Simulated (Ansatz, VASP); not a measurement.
**PbS: VASP beside Ansatz**

```
Pb S
1.0
     0.00000    2.98539    2.98539
     2.98539    0.00000    2.98539
     2.98539    2.98539    0.00000
Pb S
1 1
Direct
  0.00000 0.00000 0.00000
  0.50000 0.50000 0.50000
```

Alike in both runs: task single point; functional PBEsol; dispersion D4; k mesh 8 × 8 × 8; occupations fermi-dirac, width 0.05 eV; no spin polarisation.

```csv
,VASP,Ansatz
version,VASP 6.6.1,Ansatz 0.2.0
potentials or method,"VASP PAW PBE potentials, release 64 (Pb_d, S)",Ansatz PAW
plane-wave cutoff (eV),520,420
valence electrons in the cell,20,20
```

VASP gave:

```
gap on the k mesh at the Fermi level (eV) : 0.33
least direct gap on the mesh (eV)         : 0.33
pressure (GPa)                            : -3.1
```

Question: Which values does Ansatz return?

Answer: gap on the k mesh at the Fermi level (eV): 0.32; least direct gap on the mesh (eV): 0.32; pressure (GPa): -3.1.

VASP's potentials were made for PBE, not for PBEsol.

Spin-orbit coupling is off throughout.
